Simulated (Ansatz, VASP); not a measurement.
Two plane-wave programs on Ti2B2Os

```
Ti B Os
1.0
     4.01705    0.00000    0.00000
    -2.00853    3.47887    0.00000
     0.00000    0.00000    5.50270
Ti B Os
2 2 1
Direct
  0.33333 0.66667 0.50000
  0.66667 0.33333 0.50000
  0.00000 0.00000 0.35728
  0.00000 0.00000 0.64272
  0.00000 0.00000 0.00000
```

Alike in both runs: functional PBE; k mesh 6 × 6 × 4; occupations gaussian, width 0.1 eV; no spin polarisation.

Ansatz relaxed the structure, and its values are those at the end. VASP's run is a single point on that final structure, the one shown.

```csv
,VASP,Ansatz
version,VASP 6.6.1,Ansatz 0.2.0
potentials or method,"VASP PAW PBE potentials, release 64 (Ti_sv, B, Os), cutoff 520 eV","scalar-relativistic, plane waves, PAW"
valence electrons in the cell,38,46
```

Ansatz gave:

- gap on the k mesh at the Fermi level (eV): none
- pressure (GPa): 0.0
- rms of the force components (eV/Å): 0.002

Task: Which values does VASP return?

Result: gap on the k mesh at the Fermi level (eV): none; pressure (GPa): 0.4; rms of the force components (eV/Å): 0.029.

A gap of «none» marks a metal or a gap that the smearing closes. VASP's potentials hold 38 valence electrons a cell and Ansatz's 46, so a difference there can come from the potentials and not from the codes.

Spin-orbit coupling is off throughout.
